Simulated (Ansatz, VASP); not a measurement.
# One calculation of Si2W3, two programs

The input INCAR:

```
ALGO = Fast
EDIFF = 1E-6
ENCUT = 520
GGA = PE
ISIF = 2
ISMEAR = 0
LASPH = True
LCHARG = False
LREAL = False
LWAVE = False
NBANDS = 61
NELM = 60
PREC = Accurate
SIGMA = 0.15
```

The input KPOINTS:

```
k-points
0
Gamma
  6 6 12
```

The input POSCAR:

```
Si2W3
1.0
    6.6300342967      0.0000000000      0.0000000000
    0.0000000000      6.6300342967      0.0000000000
    0.0000000000      0.0000000000      3.3123213826
Si W
4 6
Direct
    0.1360310340      0.6360310340      0.0000000000
    0.8675650568      0.3675650568      0.0000000000
    0.6289003859      0.8604344087      0.0000000000
    0.3604344087      0.1289003859      0.0000000000
    0.5001628090      0.5006717681      0.0000000000
    0.0006717681      0.0001628090      0.0000000000
    0.6597313882      0.1597313882      0.5000000000
    0.3407074490      0.8407074490      0.5000000000
    0.1594152322      0.3403912930      0.5000000000
    0.8403912930      0.6594152322      0.5000000000
```

Input for Ansatz:

```yaml
crystal:
  lattice:
    - [6.6300342967, 0.0, 0.0]
    - [0.0, 6.6300342967, 0.0]
    - [0.0, 0.0, 3.3123213826]
  atoms:
    - { symbol: Si, position: [0.136031034, 0.636031034, 0.0] }
    - { symbol: Si, position: [0.8675650568, 0.3675650568, 0.0] }
    - { symbol: Si, position: [0.6289003859, 0.8604344087, 0.0] }
    - { symbol: Si, position: [0.3604344087, 0.1289003859, 0.0] }
    - { symbol: W, position: [0.500162809, 0.5006717681, 0.0] }
    - { symbol: W, position: [0.0006717681, 0.000162809, 0.0] }
    - { symbol: W, position: [0.6597313882, 0.1597313882, 0.5] }
    - { symbol: W, position: [0.340707449, 0.840707449, 0.5] }
    - { symbol: W, position: [0.1594152322, 0.340391293, 0.5] }
    - { symbol: W, position: [0.840391293, 0.6594152322, 0.5] }
basis:
  ecutwfc: 420
kpoints:
  mp_grid: { grid: [6, 6, 12] }
hamiltonian:
  xc: pbe
scf:
  occupations: { method: gaussian, width: 0.15 }
output:
  forces: true
  stress: true
  eigenvalues: true
```

Change from the starting cell: mode 27 (401.4 1/cm) frozen in, largest displacement +0.050 Å.

Alike in both runs: task single point; functional PBE; k mesh 6 × 6 × 12; occupations gaussian, width 0.15 eV; no spin polarisation.

|  | VASP | Ansatz |
| --- | --- | --- |
| version | VASP 6.6.1 | Ansatz 0.2.0 |
| potentials or method | VASP PAW PBE potentials, release 64 (Si, W_sv), cutoff 520 eV | scalar-relativistic, plane waves, PAW |
| valence electrons in the cell | 100 | 100 |

Ansatz gave:

* gap on the k mesh at the Fermi level (eV): none
* pressure (GPa): 0.1
* traceless stress, the component that is largest in VASP (GPa): 0.11
* rms of the force components (eV/Å): 0.269

Problem. Which values does VASP return?

Solution. gap on the k mesh at the Fermi level (eV): none; pressure (GPa): 0.3; traceless stress, the component that is largest in VASP (GPa): 0.14; rms of the force components (eV/Å): 0.270.

Atom by atom the forces differ by 0.004 eV/Å (rms over components). A gap of «none» marks a metal or a gap that the smearing closes. The functional is the same, so the differences come from potentials, cutoffs and numerics.

Spin-orbit coupling is off throughout.
